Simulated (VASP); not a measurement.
# MoSe (F-43m) in VASP: notebook

Runs on MoSe. Level: PBE. Tasks: single point, relaxation of cell and atoms.

Everything below comes from runs of VASP 6.6.1. Logs are shortened: lines on timing, memory, paths and dates and some standing lists are left out, and cuts for length are marked.

### Step 1. The cell of the first run

It takes space group F-43m (No. 216, cubic). Conventional cell: a = 6.001 Å, b = 6.001 Å, c = 6.001 Å, α = 90.00°, β = 90.00°, γ = 90.00°. Mo (site symmetry -43m) has 4 Se at 2.60 Å within 3.4 Å. Within 3.4 Å of Se (site symmetry -43m) lie 4 Mo at 2.60 Å.

### Step 2. Single point, PBE

File INCAR:

```
SYSTEM = MoSe
PREC = Accurate
ENCUT = 520
EDIFF = 1E-6
ISMEAR = 0
SIGMA = 0.1
LREAL = .False.
LASPH = .True.
NELM = 60
ALGO = Normal
ISIF = 2
LWAVE = .False.
LCHARG = .False.
GGA = PE
NBANDS = 17
```

File KPOINTS:

```
Automatic mesh
0
Gamma
  12 12 12
  0 0 0
```

File POSCAR:

```
MoSe
1.0
    0.0000000000      3.0003406808      3.0003406808
    3.0003406808      0.0000000000      3.0003406808
    3.0003406808      3.0003406808      0.0000000000
Mo Se
1 1
Direct
    0.0000000000      0.0000000000      0.0000000000
    0.2500000000      0.2500000000      0.2500000000
```

Potentials or basis: VASP PAW PBE potentials, release 64 (Mo_sv, Se).

Launch:

```
> cat potpaw_PBE.64/Mo_sv/POTCAR potpaw_PBE.64/Se/POTCAR > POTCAR
> mpirun -np 1 vasp_std > vasp.out
```

OUTCAR:

```text
SYSTEM = MoSe
   PREC = Accurate
   ENCUT = 520
   EDIFF = 1E-6
   ISMEAR = 0
   LREAL = .False.
   LASPH = .True.
   NELM = 60
   ISIF = 2
   GGA = PE

 ion  position               nearest neighbor table
   1  0.000  0.000  0.000-   2 2.60   2 2.60   2 2.60   2 2.60
   2  0.250  0.250  0.250-   1 2.60   1 2.60   1 2.60   1 2.60

  LATTYP: Found a face centered cubic cell.
 ALAT       =     6.0006813616

  Lattice vectors:

 A1 = (   0.0000000000,   3.0003406808,   3.0003406808)
 A2 = (   3.0003406808,   0.0000000000,   3.0003406808)
 A3 = (   3.0003406808,   3.0003406808,   0.0000000000)

Analysis of symmetry for initial positions (statically):
=====================================================================
 Subroutine PRICEL returns:
 Original cell was already a primitive cell.

 Routine SETGRP: Setting up the symmetry group for a
 face centered cubic supercell.

 Subroutine GETGRP returns: Found 24 space group operations
 (whereof 24 operations were pure point group operations)
 out of a pool of 48 trial point group operations.

The static configuration has the point symmetry T_d .

Analysis of symmetry for dynamics (positions and initial velocities):
=====================================================================
 Subroutine PRICEL returns:
 Original cell was already a primitive cell.

 Routine SETGRP: Setting up the symmetry group for a
 face centered cubic supercell.

 Subroutine GETGRP returns: Found 24 space group operations
 (whereof 24 operations were pure point group operations)
 out of a pool of 48 trial point group operations.

The dynamic configuration has the point symmetry T_d .

 Subroutine INISYM returns: Found 24 space group operations
 (whereof 24 operations are pure point group operations),
 and found     1 'primitive' translations

----------------------------------------------------------------------------------------

                                     Primitive cell

  volume of cell :      54.0184

  direct lattice vectors                    reciprocal lattice vectors
     0.000000000  3.000340681  3.000340681    -0.166647742  0.166647742  0.166647742
     3.000340681  0.000000000  3.000340681     0.166647742 -0.166647742  0.166647742
     3.000340681  3.000340681  0.000000000     0.166647742  0.166647742 -0.166647742

  length of vectors
     4.243122483  4.243122483  4.243122483     0.288642356  0.288642356  0.288642356

  position of ions in fractional coordinates (direct lattice)
     0.000000000  0.000000000  0.000000000
     0.250000000  0.250000000  0.250000000

  ion indices of the primitive-cell ions
   primitive index   ion index
                 1           1
                 2           2

----------------------------------------------------------------------------------------

 KPOINTS: Automatic mesh

Automatic generation of k-mesh.
 Grid dimensions read from file:
 generate k-points for:   12   12   12

 Generating k-lattice:

  Cartesian coordinates                     Fractional coordinates (reciprocal lattice)
    -0.013887312  0.013887312  0.013887312     0.083333333  0.000000000  0.000000000
     0.013887312 -0.013887312  0.013887312     0.000000000  0.083333333  0.000000000
     0.013887312  0.013887312 -0.013887312     0.000000000  0.000000000  0.083333333

  Length of vectors
     0.024053530  0.024053530  0.024053530

  Shift w.r.t. Gamma in fractional coordinates (k-lattice)
     0.000000000  0.000000000  0.000000000

 Subroutine IBZKPT returns following result:
 ===========================================

 Found     72 irreducible k-points:

 Following reciprocal coordinates:
            Coordinates               Weight
  0.000000  0.000000  0.000000      1.000000
  0.083333  0.000000  0.000000      8.000000
  0.166667  0.000000  0.000000      8.000000
  0.250000  0.000000  0.000000      8.000000
  0.333333  0.000000  0.000000      8.000000
  0.416667  0.000000  0.000000      8.000000
[... 16 lines left out ...]
  0.500000  0.166667  0.000000     24.000000
 -0.416667  0.166667  0.000000     24.000000
 [... further k-points ...]
   k-points           NKPTS =     72   k-points in BZ     NKDIM =     72   number of bands    NBANDS=     17
   number of dos      NEDOS =    301   number of ions     NIONS =      2
   total plane-waves  NPLWV =  32768
   dimension x,y,z NGX =    32 NGY =   32 NGZ =   32
   dimension x,y,z NGXF=    64 NGYF=   64 NGZF=   64
   ions per type =               1   1
   NGX,Y,Z   is equivalent  to a cutoff of  12.54, 12.54, 12.54 a.u.
   NGXF,Y,Z  is equivalent  to a cutoff of  25.08, 25.08, 25.08 a.u.
 SYSTEM =  MoSe
   PREC   = accura    normal or accurate (medium, high low for compatibility)
   ISTART =      0    job   : 0-new  1-cont  2-samecut
   ICHARG =      2    charge: 1-file 2-atom 10-const
   ISPIN  =      1    spin polarized calculation?
   LNONCOLLINEAR =      F non collinear calculations
   LSORBIT =      F    spin-orbit coupling
   LASPH  =      T    aspherical Exc in radial PAW
   ENCUT  =  520.0 eV  38.22 Ry    6.18 a.u.   7.89  7.89  7.89*2*pi/ulx,y,z
   NELM   =     60;   NELMIN=  2; NELMDL= -5     # of ELM steps
   EDIFF  = 0.1E-05   stopping-criterion for ELM
   LREAL  =      F    real-space projection
   EDIFFG = 0.1E-04   stopping-criterion for IOM
   NSW    =      0    number of steps for IOM
   IBRION =     -1    ionic relax: 0-MD 1-quasi-New 2-CG
   NFREE  =      0    steps in history (QN), initial steepest desc. (CG)
   ISIF   =      2    stress and relaxation
   ISYM   =      2    0-nonsym 1-usesym 2-fastsym
   POTIM  = 0.5000    time-step for ionic-motion
   TEBEG  =    0.0;   TEEND  =   0.0 temperature during run
   PSTRESS=    0.0 pullay stress
   NELECT =      20.0000    total number of electrons
   NUPDOWN=      -1.0000    fix difference up-down
   EMIN   =  10.00;   EMAX   =-10.00  energy-range for DOS
   EFERMI =   0.00;   METHOD = LEGACY
   ISMEAR =     0;   SIGMA  =   0.10  broadening in eV -4-tet -1-fermi 0-gaus
   EFERMI_NEDOS =   21; number of points for ismear=-14 and -15
   IALGO  =     38    algorithm
   IMIX   =      4    mixing-type and parameters
     AMIX     =   0.40;   BMIX     =  1.00
     AMIX_MAG =   1.60;   BMIX_MAG =  1.00
  volume/ion in A,a.u.               =      27.01       182.27
  Fermi-wavevector in a.u.,A,eV,Ry     =   1.175540  2.221449 18.801829  1.381895
  Thomas-Fermi vector in A             =   2.311919
   LORBIT       =      0    0 simple, 1 ext, 2 COOP (PROOUT), +10 PAW based schemes
   GGA     = PE    functional components
   LHFCALC =     F    Hartree Fock is set to
   AEXX    =    0.0000 exact exchange contribution
   IVDW    =     0    specifies the selected vdW correction
   LEPSILON=     F    determine dielectric tensor
   LRPA    =     F    only Hartree local field effects (RPA)
 non-spin polarized calculation
 Gauss-broadening in eV      SIGMA  =   0.10
  energy-cutoff  :      520.00
  volume of cell :       54.02
 maximum number of plane-waves:      1475
   NGX = 15   NGY = 15   NGZ = 15

 number of electron      20.0000001 magnetization

 Free energy of the ion-electron system (eV)
  ---------------------------------------------------
  ext. energy  EPLUGINS =         0.00000000
  ---------------------------------------------------
  free energy    TOTEN  =       -13.06326862 eV

  energy without entropy =      -13.04448048  energy(sigma->0) =      -13.05387455

 E-fermi :   4.6164     XC(G=0):  -9.4686

 val. band max:        4.6075079971   @ k =   0.5000   0.0833   0.0000
 cond. band min:       4.6188268448   @ k =  -0.4167   0.3333   0.0000
 fundamental gap:      0.0113188476
 Fermi energy:         4.6164128848

 k-point     1 :       0.0000    0.0000    0.0000
  band No.  band energies     occupation
      1     -56.3052      2.00000
      2     -30.4030      2.00000
      3     -30.4030      2.00000
      4     -30.4030      2.00000
      5      -9.4103      2.00000
      6       0.4145      2.00000
[... 9 lines left out ...]
     16      11.5154      0.00000
     17      11.5154      0.00000

 k-point     2 :       0.0833    0.0000    0.0000
  band No.  band energies     occupation
      1     -56.3051      2.00000
      2     -30.4047      2.00000
      3     -30.4033      2.00000
      4     -30.4033      2.00000
      5      -9.3827      2.00000
      6       0.3308      2.00000
[... 9 lines left out ...]
     16      11.6012      0.00000
     17      11.6012      0.00000

 k-point     3 :       0.1667    0.0000    0.0000
  band No.  band energies     occupation
      1     -56.3050      2.00000
      2     -30.4091      2.00000
      3     -30.4039      2.00000
      4     -30.4039      2.00000
      5      -9.3064      2.00000
      6       0.1371      2.00000
[... 9 lines left out ...]
     16      11.8365      0.00000
     17      11.8365      0.00000

 k-point     4 :       0.2500    0.0000    0.0000
  band No.  band energies     occupation
      1     -56.3047      2.00000
      2     -30.4152      2.00000
      3     -30.4048      2.00000
      4     -30.4048      2.00000
      5      -9.2006      2.00000
      6      -0.0627      2.00000
[... 9 lines left out ...]
     16      12.1390      0.00000
     17      12.1390      0.00000

 k-point     5 :       0.3333    0.0000    0.0000
  band No.  band energies     occupation
      1     -56.3045      2.00000
      2     -30.4213      2.00000
      3     -30.4058      2.00000
      4     -30.4058      2.00000
      5      -9.0931      2.00000
      6      -0.2023      2.00000
[... 9 lines left out ...]
     16      12.3881      0.00000
     17      12.3881      0.00000

 k-point     6 :       0.4167    0.0000    0.0000
  band No.  band energies     occupation
      1     -56.3043      2.00000
      2     -30.4257      2.00000
      3     -30.4064      2.00000
      4     -30.4064      2.00000
      5      -9.0133      2.00000
      6      -0.2697      2.00000
[... 9 lines left out ...]
     16      12.5238      0.00000
     17      12.5238      0.00000

 k-point     7 :       0.5000    0.0000    0.0000
  band No.  band energies     occupation
      1     -56.3043      2.00000
      2     -30.4273      2.00000
      3     -30.4067      2.00000
      4     -30.4067      2.00000
      5      -8.9839      2.00000
      6      -0.2868      2.00000
[... 9 lines left out ...]
     16      12.5634      0.00000
     17      12.5634      0.00000

 k-point     8 :       0.0833    0.0833    0.0000
  band No.  band energies     occupation
      1     -56.3051      2.00000
      2     -30.4047      2.00000
      3     -30.4036      2.00000
      4     -30.4036      2.00000
      5      -9.3734      2.00000
      6       0.2954      2.00000
[... 9 lines left out ...]
     16      11.6586      0.00000
     17      11.6586      0.00000
[... 203 lines left out ...]
      1     -56.3049      2.00000
      2     -30.4093      2.00000
      3     -30.4052      2.00000
      4     -30.4052      2.00000
      5      -9.2718      2.00000
      6       0.0251      2.00000
[... 9 lines left out ...]
     16      12.0973      0.00000
     17      12.0973      0.00000

 k-point    20 :       0.2500    0.1667    0.0000
  band No.  band energies     occupation
      1     -56.3047      2.00000
      2     -30.4133      2.00000
      3     -30.4062      2.00000
      4     -30.4061      2.00000
      5      -9.1922      2.00000
      6      -0.1190      2.00000
[... 9 lines left out ...]
     16      12.1259      0.00000
     17      12.4246      0.00000

 k-point    21 :       0.3333    0.1667    0.0000
  band No.  band energies     occupation
      1     -56.3045      2.00000
      2     -30.4183      2.00000
      3     -30.4073      2.00000
      4     -30.4072      2.00000
      5      -9.0949      2.00000
      6      -0.2140      2.00000
[... 9 lines left out ...]
     16      11.9284      0.00000
     17      12.7113      0.00000

 k-point    22 :       0.4167    0.1667    0.0000
  band No.  band energies     occupation
      1     -56.3043      2.00000
      2     -30.4227      2.00000
      3     -30.4087      2.00000
      4     -30.4078      2.00000
      5      -9.0062      2.00000
      6      -0.2282      2.00000
[... 9 lines left out ...]
     16      12.0054      0.00000
     17      12.8350      0.00000

 k-point    23 :       0.5000    0.1667    0.0000
  band No.  band energies     occupation
      1     -56.3042      2.00000
      2     -30.4254      2.00000
      3     -30.4099      2.00000
      4     -30.4079      2.00000
      5      -8.9504      2.00000
      6      -0.1787      2.00000
[... 9 lines left out ...]
     16      12.4289      0.00000
     17      12.8146      0.00000

 k-point    24 :      -0.4167    0.1667    0.0000
  band No.  band energies     occupation
      1     -56.3042      2.00000
      2     -30.4257      2.00000
      3     -30.4106      2.00000
      4     -30.4075      2.00000
      5      -8.9432      2.00000
      6      -0.1265      2.00000
[... 9 lines left out ...]
     16      12.5627      0.00000
     17      12.7294      0.00000

 [... further k-points ...]

------------------------ aborting loop because EDIFF is reached ----------------------------------------

  FORCE on cell =-STRESS in cart. coord.  units (eV):
  Direction    XX          YY          ZZ          XY          YZ          ZX
  --------------------------------------------------------------------------------------
  -------------------------------------------------------------------------------------
  Total       -4.2844318     -4.2844318     -4.2844318      0.0000000      0.0000000     -0.0000000
  in kB     -127.0755819   -127.0755819   -127.0755819      0.0000000      0.0000000     -0.0000000
  external PRESSURE =    -127.0755819 kB  Pullay stress =       0.0000000 kB

 VOLUME and BASIS-vectors are now :
 -----------------------------------------------------------------------------
  energy-cutoff  :      520.00
  volume of cell :       54.02
      direct lattice vectors                 reciprocal lattice vectors
     0.000000000  3.000340681  3.000340681    -0.166647742  0.166647742  0.166647742
     3.000340681  0.000000000  3.000340681     0.166647742 -0.166647742  0.166647742
     3.000340681  3.000340681  0.000000000     0.166647742  0.166647742 -0.166647742

 POSITION                                       TOTAL-FORCE (eV/Angst)
 -----------------------------------------------------------------------------------
      0.00000      0.00000      0.00000        -0.000000      0.000000     -0.000000
      1.50017      1.50017      1.50017         0.000000     -0.000000      0.000000
 -----------------------------------------------------------------------------------
    total drift:                               -0.000000     -0.000000     -0.000000

  FREE ENERGIE OF THE ION-ELECTRON SYSTEM (eV)
  ---------------------------------------------------
  free  energy   TOTEN  =       -13.0632686183 eV

  energy  without entropy=      -13.0444804843  energy(sigma->0) =      -13.05387455
```

Run time: 63 s. Hardware: 1 thread of Intel Xeon 8259CL, shared host; peak memory 0.22 GiB.

Results:

* Free energy: -13.0633 eV
* Pressure: -12.7 GPa
* Band gap on the k mesh: zero (bands 10 and 11 overlap by 0.18 eV)

Caveat: the cell stands under tension.

### Step 3. Single point, PBE, collinear spin, zero start

This run uses another cell than the first one, of 22.89 Å³/atom.

File INCAR:

```
SYSTEM = MoSe
PREC     = Accurate       ! precision mode
ENCUT    = 520            ! plane-wave cutoff, eV
EDIFF    = 1E-6           ! SCF threshold, eV
ISMEAR   = 0              ! smearing method
SIGMA    = 0.1            ! smearing width, eV
LREAL    = .FALSE.        ! projectors in reciprocal space
LASPH    = .TRUE.         ! aspherical terms in the spheres
NELM     = 150            ! most SCF steps
ALGO     = Normal         ! electronic algorithm
ISIF     = 2              ! what is computed and relaxed
LWAVE    = .FALSE.        ! write WAVECAR
LCHARG   = .TRUE.         ! write CHGCAR
ISPIN    = 2              ! spin polarisation
MAGMOM   = 0 0            ! initial moments
LORBIT   = 11             ! projections on sites
NUPDOWN  = 0.0            ! fixed moment
LMAXMIX  = 4              ! l up to which the mixer works
GGA      = PE             ! functional
LELF     = .TRUE.         ! ELF
LVHAR    = .TRUE.       
NBANDS   = 21             ! bands
```

File KPOINTS:

```
regular mesh
0
G
  12 12 12
  0 0 0
```

File POSCAR:

```
MoSe
1.0
    0.0000000000      2.8392909712      2.8392909712
    2.8392909712      0.0000000000      2.8392909712
    2.8392909712      2.8392909712      0.0000000000
Mo Se
1 1
Direct
    0.0000000000      0.0000000000      0.0000000000
    0.2500000000      0.2500000000      0.2500000000
```

Potentials or basis: VASP PAW PBE potentials, release 64 (Mo_sv, Se).

Launch:

```
> cat potpaw_PBE.64/Mo_sv/POTCAR potpaw_PBE.64/Se/POTCAR > POTCAR
> mpirun -np 1 vasp_std > vasp.out
```

Wall time 3.2 min (1 thread of Intel Xeon 8259CL, shared host); peak memory 0.26 GiB.

Results (log left out):

| Quantity | Value |
| --- | --- |
| Free energy | -13.4782 eV |
| Pressure | -1.5 GPa |
| Net moment | 0.00 μB per cell |
| Valence electrons inside the program's atomic spheres | Mo 12.45; Se 3.96 |

Caveat: the total moment is fixed, so each spin has its own Fermi level.

### Step 4. Relaxation of cell and atoms, PBE, collinear spin

This run uses another cell than the first one, of 19.88 Å³/atom.

File INCAR:

```
SYSTEM = MoSe
  PREC = Accurate
  ENCUT = 600
  EDIFF = 1E-6
  ISMEAR = 0
  SIGMA = 0.1
  LREAL = .False.
  LASPH = .True.
  NELM = 150
  ALGO = Normal
  ISIF = 3
  LWAVE = .False.
  LCHARG = .False.
  ISPIN = 2
  MAGMOM = 0.28 0
  LORBIT = 11
  LMAXMIX = 4
  GGA = PE
  IBRION = 2
  NSW = 100
  EDIFFG = -0.05
```

File KPOINTS:

```
Automatic mesh
0
Gamma
  6 6 6
  0 0 0
```

File POSCAR:

```
MoSe
1.0
    0.0000000000      2.7087542727      2.7087542727
    2.7087542727      0.0000000000      2.7087542727
    2.7087542727      2.7087542727      0.0000000000
Mo Se
1 1
Direct
    0.0000000000      0.0000000000      0.0000000000
    0.2500000000      0.2500000000      0.2500000000
```

Launch:

```
> cat potpaw_PBE.64/Mo_sv/POTCAR potpaw_PBE.64/Se/POTCAR > POTCAR
> mpirun -np 1 vasp_std > vasp.out
```

It took 2.8 min on 1 thread of Intel Xeon 8259CL, shared host; peak memory 0.21 GiB.

Results (log left out):

```
Free energy                                           : -13.4932 eV
Relaxed volume                                        : 22.98 Å³/atom
Relaxed cell                                          : a = 4.021 Å, b = 4.021 Å, c = 4.021 Å, α = 60.00°, β = 60.00°, γ = 60.00°
Space group after relaxing (to 0.1 Å)                 : F-43m (No. 216)
Energy gained by relaxing                             : 156.7 meV/atom
Ionic steps                                           : 4
Pressure after relaxing                               : -0.1 GPa
Net moment                                            : -1.23 μB per cell
Site moments                                          : Mo -1.08; Se +0.01 μB
Valence electrons inside the program's atomic spheres : Mo 12.42; Se 3.97
```

Step by step:
| step | energy change (eV) | largest force (eV/Å) | pressure (GPa) | volume (Å³) |
| --- | --- | --- | --- | --- |
| 1 | 0.0000 | 0.0000 | 18.67 | 39.75 |
| 2 | 0.0529 | 0.0000 | -11.62 | 54.62 |
| 3 | -0.3132 | 0.0000 | -0.37 | 46.11 |
| 4 | -0.3134 | 0.0000 | -0.09 | 45.96 |

Final structure:
```
Mo Se
1.0
     0.00000    2.84296    2.84296
     2.84296    0.00000    2.84296
     2.84296    2.84296    0.00000
Mo Se
1 1
Direct
  0.00000 0.00000 0.00000
  0.25000 0.25000 0.25000
```

Levels at points of the mesh, in eV from the Fermi level:
Spin up:
```csv
k point,band 5,band 6,band 7,band 8,band 9,band 10,band 11,band 12,band 13,band 14
"(0.00, 0.00, 0.00)",-14.65,-4.71,-4.71,-4.71,-0.03,-0.03,1.35,4.31,4.31,4.31
"(0.50, 0.00, 0.00)",-14.04,-5.43,-4.33,-4.33,0.19,0.26,0.26,2.40,2.40,3.94
"(0.50, 0.50, 0.00)",-13.83,-5.82,-3.72,-3.72,-1.24,0.49,0.79,0.94,0.94,6.00
```
Spin down:
```csv
k point,band 8,band 9,band 10,band 11,band 12,band 13,band 14
"(0.00, 0.00, 0.00)",-4.95,-1.05,-1.05,1.12,3.99,3.99,3.99
"(0.50, 0.00, 0.00)",-4.59,-0.70,-0.70,-0.33,2.02,2.02,3.66
"(0.50, 0.50, 0.00)",-3.87,-1.63,-0.35,-0.34,0.45,0.45,5.64
```

Caveat: the volume moved by over 15 % at a fixed basis, so the end points are rough.

(Continued in part 2 of 2.)
